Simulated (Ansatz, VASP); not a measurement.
**Ga: VASP beside Ansatz**

File INCAR:

```
SYSTEM = Ga
ALGO     = Normal         ! electronic algorithm
EDIFF    = 1E-8           ! SCF threshold, eV
ENCUT    = 520            ! plane-wave cutoff, eV
GGA      = CA             ! functional
ISIF     = 2              ! what is computed and relaxed
ISMEAR   = -1             ! smearing method
LASPH    = .True.         ! aspherical terms in the spheres
LCHARG   = .False.        ! write CHGCAR
LEFG     = .True.       
LREAL    = .False.        ! projectors in reciprocal space
LWAVE    = .False.        ! write WAVECAR
NBANDS   = 20             ! bands
NELM     = 60             ! most SCF steps
PREC     = Accurate       ! precision mode
SIGMA    = 0.08           ! smearing width, eV
```

File KPOINTS:

```
k-points
0
Gamma
  12 12 10
  0 0 0
```

Contents of POSCAR:

```
Ga
1.0
    1.4304030031     -4.0100608329      0.0000000000
    1.4304030031      4.0100608329      0.0000000000
    0.0000000000      0.0000000000      3.1271569102
Ga
2
Direct
    0.8670000000      0.1330000000      0.2500000000
    0.1330000000      0.8670000000      0.7500000000
```

Input for Ansatz:

```yaml
crystal:
  lattice:
    - [1.4304030031, -4.0100608329, 0.0]
    - [1.4304030031, 4.0100608329, 0.0]
    - [0.0, 0.0, 3.1271569102]
  atoms:
    - { symbol: Ga, position: [0.867, 0.133, 0.25] }
    - { symbol: Ga, position: [0.133, 0.867, 0.75] }
kpoints:
  mp_grid: { grid: [12, 12, 10] }
scf:
  occupations: { method: fermi_dirac, width: 0.08 }
hamiltonian:
  xc: lda
  pseudopotentials: { kind: paw }
output:
  forces: true
  stress: true
  eigenvalues: true
  efg: { contact_densities: true }
```

Change from the starting cell: volume scaled by 0.96, PAW files.

Alike in both runs: task electric field gradients; functional LDA; k mesh 12 × 12 × 10; occupations fermi-dirac, width 0.08 eV; no spin polarisation.

```csv
,VASP,Ansatz
version,VASP 6.6.1,Ansatz 0.2.0
potentials or method,"VASP PAW LDA potentials, release 64 (Ga_d)","PAW with Ansatz's default frozen-core files, scalar-relativistic"
plane-wave cutoff (eV),520,420
valence electrons in the cell,26,26
```

|  | VASP | Ansatz | Ansatz less VASP |
| --- | --- | --- | --- |
| pressure (GPa) | -1.7 | -1.8 | -0.12 |
| traceless stress, the component that is largest in VASP (GPa) | -2.40 | -2.39 | +0.013 |
| rms of the force components (eV/Å) | 0.117 | 0.116 | -0.0015 |
| size of Vzz on the site where it differs most (V/Å²) | 28.5 | 29.2 | +0.66 |

LDA's correlation is that of Perdew and Zunger in VASP and of Perdew and Wang (1992) in Ansatz. Atom by atom the forces differ by 0.001 eV/Å (rms over components).
